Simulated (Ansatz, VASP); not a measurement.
**One calculation of SnSe, two programs**

```
CELL_PARAMETERS angstrom
0.00000 2.94665 2.94665
2.94665 0.00000 2.94665
2.94665 2.94665 0.00000
ATOMIC_POSITIONS crystal
Sn 0.00000 0.00000 0.00000
Se 0.50000 0.50000 0.50000
```

Alike in both runs: task single point; functional LDA; k mesh 10 × 10 × 10; occupations gaussian, width 0.05 eV; no spin polarisation.

```csv
,VASP,Ansatz
version,VASP 6.6.1,Ansatz 0.2.0
potentials or method,"VASP PAW LDA potentials, release 64 (Sn_d, Se), cutoff 520 eV","scalar-relativistic, plane waves, PAW"
valence electrons in the cell,20,30
```

```csv
,VASP,Ansatz,Ansatz less VASP
gap on the k mesh at the Fermi level (eV),0.43,0.44,+0.012
least direct gap on the mesh (eV),0.57,0.58,+0.006
pressure (GPa),0.2,0.1,-0.10
```

LDA's correlation is that of Perdew and Zunger in VASP and of Perdew and Wang (1992) in Ansatz. VASP's potentials hold 20 valence electrons a cell and Ansatz's 30, so a difference there can come from the potentials and not from the codes.
